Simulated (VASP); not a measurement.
**Mo8P9 (a cell with a defect): single point with PBE**

Mo8P9 (a cell with a defect):

```
CELL_PARAMETERS angstrom
0.00000 0.00000 -6.39045
6.48209 0.00000 0.00000
-3.24104 -5.61365 0.00000
ATOMIC_POSITIONS crystal
Mo 0.50337 0.49987 0.00015
Mo 0.99664 0.49980 0.00012
Mo 0.48486 0.01992 0.04021
Mo 0.01522 0.01970 0.03996
Mo 0.48475 0.45987 0.48009
Mo 0.01533 0.45948 0.47992
Mo 0.48473 0.01995 0.48008
Mo 0.01523 0.01967 0.48016
P 0.24994 0.81543 0.15776
P 0.75009 0.83712 0.16880
P 0.25006 0.34203 0.15775
P 0.75000 0.33107 0.16877
P 0.24990 0.83335 0.66655
P 0.59864 0.83332 0.66683
P 0.25001 0.34219 0.68462
P 0.75000 0.33107 0.66277
P 0.90107 0.83255 0.66655
```

```
Program             : VASP 6.6.1
Task                : single point
Functional          : PBE
Potentials or basis : VASP PAW PBE potentials, release 64 (Mo_sv, P)
Cutoff              : 520 eV
k mesh              : 4 × 4 × 4
Occupations         : gaussian, width 0.1 eV
Spin                : no spin polarisation
```

```yaml
Pressure: 26.8 GPa
Largest_force: 0.056 eV/Å
Band_gap_on_the_k_mesh: zero (an odd number of electrons rules out a gap without spin polarisation)
```

Forces in eV/Å, atoms in the order of the input:
```
Mo   0.004  0.003  0.012
Mo   0.001  0.002 -0.013
Mo  -0.001  0.034 -0.003
Mo   0.005  0.033  0.011
Mo   0.028 -0.015 -0.011
Mo   0.027 -0.011  0.013
Mo  -0.028 -0.010 -0.015
Mo  -0.023 -0.015  0.016
P   -0.011 -0.006 -0.003
P   -0.007  0.004  0.005
P    0.000  0.000  0.003
P    0.014  0.004 -0.003
P   -0.017 -0.010 -0.001
P    0.002  0.004 -0.056
P   -0.013 -0.006  0.000
P    0.004 -0.009 -0.002
P    0.016 -0.002  0.046
```

Stress tensor (GPa, compression positive):
```
24.64 -0.01  0.02
-0.01 24.62 -0.01
 0.02 -0.01 31.13
```

Levels at points of the mesh, in eV from the Fermi level:
```
           k point  band 74  band 75  band 76  band 77  band 78  band 79  band 80  band 81  band 82  band 83
(0.00, 0.00, 0.00)    -0.74    -0.63    -0.63    -0.50    -0.46    -0.46     0.61     0.61     1.08     1.30
(0.50, 0.00, 0.00)    -1.25    -1.25    -1.05    -0.60    -0.59    -0.30     0.21     0.21     0.43     0.94
(0.00, 0.50, 0.00)    -1.54    -1.31    -1.26    -1.13    -0.38     0.07     0.28     0.36     0.66     0.92
(0.00, 0.00, 0.50)    -1.54    -1.31    -1.26    -1.13    -0.38     0.07     0.28     0.36     0.66     0.92
(0.00, 0.50, 0.50)    -1.54    -1.31    -1.26    -1.13    -0.38     0.08     0.28     0.36     0.66     0.92
(0.50, 0.50, 0.00)    -1.51    -1.43    -0.63    -0.51    -0.51     0.08     0.27     0.45     0.77     0.82
(0.50, 0.00, 0.50)    -1.51    -1.43    -0.63    -0.51    -0.51     0.09     0.27     0.45     0.77     0.82
(0.50, 0.50, 0.50)    -1.51    -1.43    -0.63    -0.51    -0.51     0.08     0.27     0.45     0.77     0.82
```

Wall time 17 min on 1 thread of Intel(R) Xeon(R) 6975P-C (Granite Rapids) (shared host), peak memory 0.62 GiB.
